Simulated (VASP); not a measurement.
# Zn3Se2S in VASP: notebook

Runs on Zn3Se2S. Level: PBE. Tasks: single point.

Everything below comes from runs of VASP 6.6.1. Logs are shortened: lines on timing, memory, paths and dates and some standing lists are left out, and cuts for length are marked.

## Step 1: The cell of the first run

Symmetry: I-4m2, No. 119, tetragonal system. The conventional cell has a = 3.986 Å, b = 3.986 Å, c = 16.904 Å, α = 90.00°, β = 90.00°, γ = 90.00°. Zn (site symmetry 2mm) has 2 S at 2.38 Å and 2 Se at 2.47 Å within 3.2 Å. Zn (site symmetry -4m2) has 4 Se at 2.47 Å within 3.3 Å. Within 3.3 Å of Se (site symmetry 2mm) lie 4 Zn at 2.47 Å. Within 3.2 Å of S (site symmetry -4m2) lie 4 Zn at 2.38 Å.

## Step 2: Single point, PBE

Contents of INCAR:

```
SYSTEM = Zn3Se2S
PREC = Accurate
ENCUT = 520
EDIFF = 1E-6
ISMEAR = 0
SIGMA = 0.1
LREAL = .FALSE.
LASPH = .TRUE.
NELM = 100
ALGO = Normal
ISIF = 2
LWAVE = .FALSE.
LCHARG = .FALSE.
GGA = PE
NBANDS = 36
```

Contents of KPOINTS:

```
Automatic mesh
0
G
  6 6 6
  0 0 0
```

Contents of POSCAR:

```
Zn3Se2S
1.0
   -1.9928331000      1.9928331000      8.4518954000
    1.9928331000     -1.9928331000      8.4518954000
    1.9928331000      1.9928331000     -8.4518954000
Zn Se S
3 2 1
Direct
    0.8275020000      0.8275020000      0.0000000000
    0.5000000000      0.5000000000      0.0000000000
    0.1724980000      0.1724980000      0.0000000000
    0.5862100000      0.0862100000      0.5000000000
    0.9137900000      0.4137900000      0.5000000000
    0.2500000000      0.7500000000      0.5000000000
```

Potentials or basis: VASP PAW PBE potentials, release 64 (Zn, Se, S).

Run with:

```sh
> cat potpaw_PBE.64/Zn/POTCAR potpaw_PBE.64/Se/POTCAR potpaw_PBE.64/S/POTCAR > POTCAR
> mpirun -np 1 vasp_std > vasp.out
```

OUTCAR:

```text
SYSTEM = Zn3Se2S
   PREC = Accurate
   ENCUT = 520
   EDIFF = 1E-6
   ISMEAR = 0
   LREAL = .FALSE.
   LASPH = .TRUE.
   NELM = 100
   ISIF = 2
   GGA = PE

 ion  position               nearest neighbor table
   1  0.828  0.828  0.000-   6 2.38   6 2.38   5 2.47   5 2.47
   2  0.500  0.500  0.000-   4 2.47   5 2.47   4 2.47   5 2.47
   3  0.172  0.172  0.000-   6 2.38   6 2.38   4 2.47   4 2.47
   4  0.586  0.086  0.500-   2 2.47   2 2.47   3 2.47   3 2.47
   5  0.914  0.414  0.500-   2 2.47   2 2.47   1 2.47   1 2.47
   6  0.250  0.750  0.500-   1 2.38   3 2.38   1 2.38   3 2.38

  LATTYP: Found a body centered tetragonal cell.
 ALAT       =     3.9856662000
 C/A-ratio  =     4.2411456333

  Lattice vectors:

 A1 = (  -1.9928331000,   1.9928331000,   8.4518954000)
 A2 = (   1.9928331000,  -1.9928331000,   8.4518954000)
 A3 = (   1.9928331000,   1.9928331000,  -8.4518954000)

Analysis of symmetry for initial positions (statically):
=====================================================================
 Subroutine PRICEL returns:
 Original cell was already a primitive cell.

 Routine SETGRP: Setting up the symmetry group for a
 body centered tetragonal supercell.

 Subroutine GETGRP returns: Found  8 space group operations
 (whereof  8 operations were pure point group operations)
 out of a pool of 16 trial point group operations.

The static configuration has the point symmetry D_2d.

Analysis of symmetry for dynamics (positions and initial velocities):
=====================================================================
 Subroutine PRICEL returns:
 Original cell was already a primitive cell.

 Routine SETGRP: Setting up the symmetry group for a
 body centered tetragonal supercell.

 Subroutine GETGRP returns: Found  8 space group operations
 (whereof  8 operations were pure point group operations)
 out of a pool of 16 trial point group operations.

The dynamic configuration has the point symmetry D_2d.

 Subroutine INISYM returns: Found  8 space group operations
 (whereof  8 operations are pure point group operations),
 and found     1 'primitive' translations

----------------------------------------------------------------------------------------

                                     Primitive cell

  volume of cell :     134.2629

  direct lattice vectors                    reciprocal lattice vectors
    -1.992833100  1.992833100  8.451895400     0.000000000  0.250899084  0.059158328
     1.992833100 -1.992833100  8.451895400     0.250899084  0.000000000  0.059158328
     1.992833100  1.992833100 -8.451895400     0.250899084  0.250899084  0.000000000

  length of vectors
     8.909394109  8.909394109  8.909394109     0.257779088  0.257779088  0.354824888

  position of ions in fractional coordinates (direct lattice)
     0.827502000  0.827502000  0.000000000
     0.500000000  0.500000000  0.000000000
     0.172498000  0.172498000  0.000000000
     0.586210000  0.086210000  0.500000000
     0.913790000  0.413790000  0.500000000
     0.250000000  0.750000000  0.500000000

  ion indices of the primitive-cell ions
   primitive index   ion index
                 1           1
                 2           2
                 3           3
                 4           4
                 5           5
                 6           6

----------------------------------------------------------------------------------------

 KPOINTS: Automatic mesh

Automatic generation of k-mesh.
 Grid dimensions read from file:
 generate k-points for:    6    6    6

 Generating k-lattice:

  Cartesian coordinates                     Fractional coordinates (reciprocal lattice)
     0.000000000  0.041816514  0.009859721     0.166666667  0.000000000  0.000000000
     0.041816514  0.000000000  0.009859721     0.000000000  0.166666667  0.000000000
     0.041816514  0.041816514  0.000000000     0.000000000  0.000000000  0.166666667

  Length of vectors
     0.042963181  0.042963181  0.059137481

  Shift w.r.t. Gamma in fractional coordinates (k-lattice)
     0.000000000  0.000000000  0.000000000

 Subroutine IBZKPT returns following result:
 ===========================================

 Found     30 irreducible k-points:

 Following reciprocal coordinates:
            Coordinates               Weight
  0.000000  0.000000  0.000000      1.000000
  0.166667  0.000000  0.000000      8.000000
  0.333333 -0.000000  0.000000      8.000000
  0.500000  0.000000  0.000000      4.000000
  0.166667  0.166667 -0.000000      8.000000
  0.333333  0.166667  0.000000     16.000000
[... 16 lines left out ...]
 -0.333333 -0.333333  0.166667      8.000000
 -0.166667 -0.333333  0.166667      8.000000
 [... further k-points ...]
   k-points           NKPTS =     30   k-points in BZ     NKDIM =     30   number of bands    NBANDS=     36
   number of dos      NEDOS =    301   number of ions     NIONS =      6
   total plane-waves  NPLWV = 343000
   dimension x,y,z NGX =    70 NGY =   70 NGZ =   70
   dimension x,y,z NGXF=   140 NGYF=  140 NGZF=  140
   ions per type =               3   2   1
   NGX,Y,Z   is equivalent  to a cutoff of  13.06, 13.06, 13.06 a.u.
   NGXF,Y,Z  is equivalent  to a cutoff of  26.12, 26.12, 26.12 a.u.
 SYSTEM =  Zn3Se2S
   PREC   = accura    normal or accurate (medium, high low for compatibility)
   ISTART =      0    job   : 0-new  1-cont  2-samecut
   ICHARG =      2    charge: 1-file 2-atom 10-const
   ISPIN  =      1    spin polarized calculation?
   LNONCOLLINEAR =      F non collinear calculations
   LSORBIT =      F    spin-orbit coupling
   LASPH  =      T    aspherical Exc in radial PAW
   ENCUT  =  520.0 eV  38.22 Ry    6.18 a.u.  16.57 16.57 16.57*2*pi/ulx,y,z
   NELM   =    100;   NELMIN=  2; NELMDL= -5     # of ELM steps
   EDIFF  = 0.1E-05   stopping-criterion for ELM
   LREAL  =      F    real-space projection
   EDIFFG = 0.1E-04   stopping-criterion for IOM
   NSW    =      0    number of steps for IOM
   IBRION =     -1    ionic relax: 0-MD 1-quasi-New 2-CG
   NFREE  =      0    steps in history (QN), initial steepest desc. (CG)
   ISIF   =      2    stress and relaxation
   ISYM   =      2    0-nonsym 1-usesym 2-fastsym
   POTIM  = 0.5000    time-step for ionic-motion
   TEBEG  =    0.0;   TEEND  =   0.0 temperature during run
   PSTRESS=    0.0 pullay stress
   NELECT =      54.0000    total number of electrons
   NUPDOWN=      -1.0000    fix difference up-down
   EMIN   =  10.00;   EMAX   =-10.00  energy-range for DOS
   EFERMI =   0.00;   METHOD = LEGACY
   ISMEAR =     0;   SIGMA  =   0.10  broadening in eV -4-tet -1-fermi 0-gaus
   EFERMI_NEDOS =   21; number of points for ismear=-14 and -15
   IALGO  =     38    algorithm
   IMIX   =      4    mixing-type and parameters
     AMIX     =   0.40;   BMIX     =  1.00
     AMIX_MAG =   1.60;   BMIX_MAG =  1.00
  volume/ion in A,a.u.               =      22.38       151.01
  Fermi-wavevector in a.u.,A,eV,Ry     =   1.208428  2.283598 19.868562  1.460298
  Thomas-Fermi vector in A             =   2.344036
   LORBIT       =      0    0 simple, 1 ext, 2 COOP (PROOUT), +10 PAW based schemes
   GGA     = PE    functional components
   LHFCALC =     F    Hartree Fock is set to
   AEXX    =    0.0000 exact exchange contribution
   IVDW    =     0    specifies the selected vdW correction
   LEPSILON=     F    determine dielectric tensor
   LRPA    =     F    only Hartree local field effects (RPA)
 non-spin polarized calculation
 Gauss-broadening in eV      SIGMA  =   0.10
  energy-cutoff  :      520.00
  volume of cell :      134.26
 maximum number of plane-waves:      3679
 NGX is ok and might be reduce to    70

 number of electron      54.0000000 magnetization

 Free energy of the ion-electron system (eV)
  ---------------------------------------------------
  ext. energy  EPLUGINS =         0.00000000
  ---------------------------------------------------
  free energy    TOTEN  =       -18.86325475 eV

  energy without entropy =      -18.86325475  energy(sigma->0) =      -18.86325475

 E-fermi :   2.0029     XC(G=0):  -9.2868

 val. band max:        1.5540251386   @ k =   0.0000   0.0000   0.0000
 cond. band min:       2.9155155722   @ k =   0.0000   0.0000   0.0000
 fundamental gap:      1.3614904335
 Fermi energy:         2.0029018217

 k-point     1 :       0.0000    0.0000    0.0000
  band No.  band energies     occupation
      1     -11.5158      2.00000
      2     -10.7771      2.00000
      3     -10.7519      2.00000
      4      -4.9069      2.00000
      5      -4.8795      2.00000
      6      -4.8795      2.00000
[... 28 lines left out ...]
     35       7.5432      0.00000
     36      10.4356      0.00000

 k-point     2 :       0.1667    0.0000    0.0000
  band No.  band energies     occupation
      1     -11.3914      2.00000
      2     -10.8029      2.00000
      3     -10.6543      2.00000
      4      -4.8762      2.00000
      5      -4.8648      2.00000
      6      -4.8603      2.00000
[... 28 lines left out ...]
     35       8.0294      0.00000
     36       8.8869      0.00000

 k-point     3 :       0.3333   -0.0000    0.0000
  band No.  band energies     occupation
      1     -11.0777      2.00000
      2     -10.7631      2.00000
      3     -10.5984      2.00000
      4      -4.8354      2.00000
      5      -4.8146      2.00000
      6      -4.7988      2.00000
[... 28 lines left out ...]
     35       8.4192      0.00000
     36       8.5773      0.00000
[... 742 lines left out ...]
 k-point    23 :      -0.3333   -0.3333    0.1667
  band No.  band energies     occupation
      1     -11.1974      2.00000
      2     -10.9630      2.00000
      3     -10.4917      2.00000
      4      -4.8649      2.00000
      5      -4.8418      2.00000
      6      -4.8145      2.00000
[... 28 lines left out ...]
     35       8.3447      0.00000
     36       8.5458      0.00000

 k-point    24 :      -0.1667   -0.3333    0.1667
  band No.  band energies     occupation
      1     -11.3427      2.00000
      2     -10.9630      2.00000
      3     -10.5411      2.00000
      4      -4.8734      2.00000
      5      -4.8586      2.00000
      6      -4.8551      2.00000
[... 28 lines left out ...]
     35       7.9198      0.00000
     36       8.6727      0.00000

 [... further k-points ...]
[... 5 lines left out ...]
  --------------------------------------------------------------------------------------
  -------------------------------------------------------------------------------------
  Total        0.1947997      0.1947997      0.1606550      0.0000000      0.0000000     -0.0000000
  in kB        2.3245709      2.3245709      1.9171180      0.0000000      0.0000000     -0.0000000
  external PRESSURE =       2.1887533 kB  Pullay stress =       0.0000000 kB

 VOLUME and BASIS-vectors are now :
 -----------------------------------------------------------------------------
  energy-cutoff  :      520.00
  volume of cell :      134.26
      direct lattice vectors                 reciprocal lattice vectors
    -1.992833100  1.992833100  8.451895400     0.000000000  0.250899084  0.059158328
     1.992833100 -1.992833100  8.451895400     0.250899084  0.000000000  0.059158328
     1.992833100  1.992833100 -8.451895400     0.250899084  0.250899084  0.000000000

 POSITION                                       TOTAL-FORCE (eV/Angst)
 -----------------------------------------------------------------------------------
      0.00000      0.00000     13.98792         0.000000     -0.000000     -0.004170
      0.00000      0.00000      8.45190        -0.000000      0.000000      0.000000
      0.00000      0.00000      2.91587         0.000000     -0.000000      0.004170
      0.00000      1.99283      1.45728        -0.000000      0.000000      0.001834
      0.00000      1.99283      6.99462        -0.000000      0.000000     -0.001834
      1.99283      0.00000      4.22595        -0.000000      0.000000      0.000000
 -----------------------------------------------------------------------------------
    total drift:                                0.000001     -0.000001      0.000000

  FREE ENERGIE OF THE ION-ELECTRON SYSTEM (eV)
  ---------------------------------------------------
  free  energy   TOTEN  =       -18.8632547518 eV

  energy  without entropy=      -18.8632547518  energy(sigma->0) =      -18.86325475
```

Run time: 21 min. Hardware: 1 thread of AMD EPYC 9R45, shared host; peak memory 0.71 GiB.

Results:

```yaml
Free_energy: -18.8633 eV
Pressure: 0.2 GPa
Largest_force: 0.004 eV/Å
Band_gap_on_the_k_mesh: 1.36 eV, direct
```

Forces on the atoms (eV/Å):
```
Zn   0.000  0.000 -0.004
Zn   0.000  0.000  0.000
Zn   0.000  0.000  0.004
Se   0.000  0.000  0.002
Se   0.000  0.000 -0.002
S    0.000  0.000  0.000
```

Levels at points of the mesh, in eV from the valence-band top:
```
           k point  band 23  band 24  band 25  band 26  band 27  band 28  band 29  band 30  band 31  band 32
(0.00, 0.00, 0.00)    -1.47    -1.47    -0.06     0.00     0.00     1.36     3.54     3.58     3.98     4.11
(0.50, 0.00, 0.00)    -1.96    -1.35    -0.88    -0.67    -0.64     2.67     3.76     3.92     5.94     6.31
(0.50, 0.50, 0.00)    -2.57    -2.52    -2.43    -2.12    -2.08     3.12     3.61     4.53     4.63     4.74
(0.50, 0.50, 0.50)    -1.79    -0.83    -0.83    -0.48    -0.48     3.08     3.17     3.38     3.61     4.88
```

A k mesh can miss the band edges. Expect the measured gap to be larger: semilocal functionals such as PBE lack the derivative discontinuity.

## Step 3: Single point, PBE

This run uses another cell than the first one: it holds 12 atoms, not 6.

Contents of INCAR:

```
SYSTEM = Zn3Se2S
PREC = Accurate ; ENCUT = 520
EDIFF = 1E-6 ; ISMEAR = 0
SIGMA = 0.1 ; LREAL = .FALSE.
LASPH = .TRUE. ; NELM = 80
ALGO = Normal ; ISIF = 2
LWAVE = .FALSE. ; LCHARG = .FALSE.
GGA = PE ; NBANDS = 66
```

Contents of KPOINTS:

```
Automatic mesh
0
G
  4 2 4
  0 0 0
```

Contents of POSCAR:

```
Zn3Se2S
1.0
    0.0000000000     -3.9856662000      0.0000000000
    7.9713324000      0.0000000000      0.0000000000
   -1.9928331000      1.9928331000      8.4518954000
Zn Se S
6 4 2
Direct
    0.8275020000      0.4137510000      0.6550040000
    0.8275020000      0.9137510000      0.6550040000
    0.5000000000      0.2500000000      0.0000000000
    0.5000000000      0.7500000000      0.0000000000
    0.1724980000      0.0862490000      0.3449960000
    0.1724980000      0.5862490000      0.3449960000
    0.5862100000      0.0431050000      0.1724200000
    0.5862100000      0.5431050000      0.1724200000
    0.9137900000      0.2068950000      0.8275800000
    0.9137900000      0.7068950000      0.8275800000
    0.2500000000      0.3750000000      0.5000000000
    0.2500000000      0.8750000000      0.5000000000
```

Potentials or basis: VASP PAW PBE potentials, release 64 (Zn, Se, S).

Run with:

```sh
> cat potpaw_PBE.64/Zn/POTCAR potpaw_PBE.64/Se/POTCAR potpaw_PBE.64/S/POTCAR > POTCAR
> mpirun -np 1 vasp_std > vasp.out
```

It took 7.9 min on 1 thread of AMD EPYC 9R45, shared host; peak memory 0.43 GiB.

The run converged. Its results:

| Quantity | Value |
| --- | --- |
| Free energy | -37.6187 eV |
| Pressure | 0.3 GPa |
| Largest force | 0.003 eV/Å |
| Band gap on the k mesh | 1.36 eV |

Forces in eV/Å, atoms in the order of the input:
```
Zn  -0.001  0.000 -0.003
Zn  -0.001  0.000 -0.003
Zn   0.000  0.000  0.000
Zn   0.000  0.000  0.000
Zn   0.001  0.000  0.003
Zn   0.001  0.000  0.003
Se   0.000  0.000  0.003
Se   0.000  0.000  0.003
Se   0.000  0.000 -0.003
Se   0.000  0.000 -0.003
S    0.000  0.000  0.000
S    0.000  0.000  0.000
```

Stress tensor (GPa, compression positive):
```
0.41 0.00 0.00
0.00 0.41 0.00
0.00 0.00 0.05
```

Levels at points of the mesh, in eV from the valence-band top:
```tsv
k point	band 52	band 53	band 54	band 55	band 56	band 57
(0.00, 0.00, 0.00)	-0.07	0.00	0.00	1.36	2.66	3.54
(0.50, 0.00, 0.00)	-0.88	-0.67	-0.64	2.66	3.11	3.60
(0.00, 0.50, 0.00)	-0.78	-0.20	-0.20	2.99	2.99	3.69
(0.50, 0.50, 0.00)	-1.54	-1.44	-1.44	3.79	3.79	4.11
(0.00, 0.00, 0.50)	-0.64	-0.48	-0.48	2.66	3.08	3.16
(0.00, 0.50, 0.50)	-0.50	-0.38	-0.38	2.81	2.81	3.19
```

A hybrid or GW would open this gap; PBE tends to underestimate it.

(Continued in part 2 of 2.)
